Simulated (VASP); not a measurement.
Runs of VASP 6.6.1 on As. The structure is that of space group Pm-3m (No. 221), or close to it. The cells are those of the table. 

```tsv
cell	gap on the mesh (eV)	pressure (GPa)
a = 2.704 Å, 1 atom	none	-2.6
a = 2.744, b = 2.744, c = 2.624 Å, 1 atom	none	(a)
a = 2.785, b = 2.785, c = 2.548 Å, 1 atom	none	-1.2
a = 2.663, b = 2.663, c = 2.787 Å, 1 atom	none	-2.3
```

Alike in all rows: task single point; level LDA; potentials or basis VASP PAW LDA potentials, release 64 (As); no spin polarisation; k mesh 13 × 13 × 13; cutoff (eV) 500; smearing methfessel-paxton 0.1 eV.

Problem. Fill in the values left out.

Solution. (a) -2.2.

A k mesh can miss the band edges, and the runs leave out spin-orbit coupling on As.

A gap of «none» marks levels without a gap at the run's occupations.
